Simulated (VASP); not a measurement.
**Ni2Os5Pt3: single point with PBE**

The system is Ni2Os5Pt3.

```xyz
20
Lattice="-5.7427 3.8737 1.9027 5.7298 3.8579 -1.9098 -1.9117 -3.8572 -5.7331" Properties=species:S:1:pos:R:3 pbc="T T T"
Ni    0.0192    1.9314   -5.7846
Ni   -0.0241    1.9990   -1.9055
Ni   -1.9766    3.8805   -5.7333
Ni   -3.8017    3.8580    0.0111
Os    1.9043    0.0388   -5.8003
Os   -1.9774   -2.0272   -3.8109
Os    1.9493    1.9090   -3.7541
Os   -0.0546    3.8900   -3.7682
Os    1.8508    3.8518   -1.8973
Os   -1.8974    3.9159   -1.8628
Os   -0.0327    5.7377   -1.9021
Os   -1.8964    1.9323   -0.0038
Os   -1.9161   -0.0099   -5.7944
Os   -1.9028    5.7859   -0.0451
Pt   -0.0754   -1.9839   -5.7548
Pt    0.0620    0.0659   -3.8223
Pt   -3.8916   -0.0467   -3.8415
Pt   -1.8811    1.9837   -3.9075
Pt   -1.8564   -0.0113   -1.8732
Pt   -3.8189    1.9604   -1.8735
```

```
Program                : VASP 6.6.1
Task                   : single point
Functional             : PBE
Potentials or basis    : VASP PAW PBE potentials, release 64 (Ni, Os, Pt)
Cutoff                 : 520 eV
k mesh                 : 2 × 2 × 2, shifted
Occupations            : gaussian, width 0.1 eV
Spin                   : collinear spin, ferromagnetic start
Starting moments       : [2.0, 2.0, 2.0, 2.0, 0.0, 0.0, 0.0, 0.0, 0.0, 0.0, 0.0, 0.0, 0.0, 0.0, 0.0, 0.0, 0.0, 0.0, 0.0, 0.0] μB
Dipole correction      : no
Further INCAR settings : LREAL = Auto; ALGO = Normal; EDIFF = 1e-07; NBANDS = 110; ISYM = 0
```

| Item | Value |
| --- | --- |
| Pressure | -0.3 GPa |
| Largest force | 0.040 eV/Å |
| Net moment | 0.00 μB per cell |
| Valence electrons inside the program's atomic spheres | Ni 9.23, 9.26, 9.25, 9.21; Os 7.27, 7.34, 7.26, 7.41, 7.32, 7.30, 7.33 (each value once); Pt 9.43, 9.39, 9.40, 9.44 (each value once) |

Forces in eV/Å, atoms in the order of the input:
```
Ni  -0.003  0.014  0.009
Ni   0.001 -0.030 -0.003
Ni   0.005  0.002 -0.010
Ni  -0.012  0.008 -0.001
Os   0.005 -0.009 -0.005
Os  -0.007 -0.013 -0.009
Os   0.004  0.009  0.021
Os  -0.009  0.025 -0.011
Os  -0.003 -0.001 -0.006
Os   0.002 -0.016  0.011
Os   0.001  0.004 -0.009
Os   0.003 -0.001  0.015
Os  -0.002 -0.004 -0.010
Os  -0.007 -0.001 -0.003
Pt   0.010  0.000  0.037
Pt   0.013  0.011  0.002
Pt   0.005  0.009  0.008
Pt  -0.006 -0.021  0.013
Pt  -0.002  0.031 -0.025
Pt   0.001 -0.017 -0.024
```

Stress tensor (GPa, compression positive):
```
-0.35  0.02  0.02
 0.02 -0.29 -0.02
 0.02 -0.02 -0.40
```

Levels at points of the mesh, in eV from the Fermi level:
Spin up:
| k point | band 86 | band 87 | band 88 | band 89 | band 90 | band 91 | band 92 | band 93 | band 94 | band 95 |
| --- | --- | --- | --- | --- | --- | --- | --- | --- | --- | --- |
| (0.25, 0.25, 0.25) | -0.49 | -0.39 | -0.24 | -0.21 | -0.05 | 0.09 | 0.13 | 0.19 | 0.28 | 0.35 |
Spin down:
```tsv
k point	band 87	band 88	band 89	band 90	band 91	band 92	band 93	band 94
(0.25, 0.25, 0.25)	-0.39	-0.24	-0.21	-0.05	0.09	0.13	0.19	0.28
```

Wall time 3.8 min on 1 × NVIDIA H100 80GB with 1 thread of AMD EPYC 7R13 Processor (Zen 3), with other jobs on the host, peak memory 1.6 GiB.

Caveat: the k points lie up to 0.55 Å⁻¹ apart; the moments typed at the start vanished in this run; spin-orbit coupling is left out, which moves the levels of the heavy elements.
